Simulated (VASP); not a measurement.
Ag2Cl3F:

```
CELL_PARAMETERS angstrom
6.01386 0.00000 0.00000
-3.00693 5.20816 0.00000
0.00000 0.00000 4.53204
ATOMIC_POSITIONS crystal
Ag 0.66667 0.33333 0.00000
Ag 0.33333 0.66667 0.00000
Cl 0.50000 0.00000 0.50000
Cl 0.50000 0.50000 0.50000
Cl 0.00000 0.50000 0.50000
F 0.00000 0.00000 0.00000
```

| Property | Result |
| --- | --- |
| Program | VASP 6.6.1 |
| Task | relaxation of cell and atoms |
| Functional | PBE |
| Potentials or basis | VASP PAW PBE potentials, release 64 (Ag, Cl, F) |
| Cutoff | 600 eV |
| k mesh | 6 × 6 × 8 |
| Occupations | gaussian, width 0.1 eV |
| Spin | no spin polarisation |

At the start: pressure -2.5 GPa; volume 23.66 Å³/atom.

Task: How do energy, volume and symmetry change on relaxing?

Result: Over 15 steps the energy falls by 165.5 meV/atom and the volume is 23.61 Å³/atom (-0.2 %); space group P6/mmm (No. 191, to 0.05 Å).

Step by step:
```tsv
step	energy change (eV)	largest force (eV/Å)	pressure (GPa)	volume (Å³)
1	0.0000	0.0000	-2.46	141.95
2	-0.1923	0.0000	-0.94	134.56
3	-0.3090	0.0000	1.45	127.00
4	-0.3194	0.0000	2.97	123.50
5	-0.4436	0.0000	3.68	123.16
6	-0.5870	0.0000	7.25	121.03
7	-0.7103	0.0000	5.98	124.16
8	-0.9104	0.0000	2.97	133.45
9	-0.9264	0.0000	1.92	137.47
10	-0.9562	0.0000	1.43	138.39
11	-0.9929	0.0000	0.17	140.92
12	-0.9930	0.0000	0.13	141.02
13	-0.9930	0.0000	0.10	141.09
14	-0.9931	0.0000	0.07	141.23
15	-0.9932	0.0000	-0.02	141.64
```

Final structure:
```yaml
crystal:
  lattice:
    - [6.81342, 0.00000, 0.00000]
    - [-3.40671, 5.90059, 0.00000]
    - [0.00000, 0.00000, 3.52301]
  atoms:
    - { symbol: Ag, position: [0.66667, 0.33333, 0.00000] }
    - { symbol: Ag, position: [0.33333, 0.66667, 0.00000] }
    - { symbol: Cl, position: [0.50000, 0.00000, 0.50000] }
    - { symbol: Cl, position: [0.50000, 0.50000, 0.50000] }
    - { symbol: Cl, position: [0.00000, 0.50000, 0.50000] }
    - { symbol: F, position: [0.00000, 0.00000, 0.00000] }
```
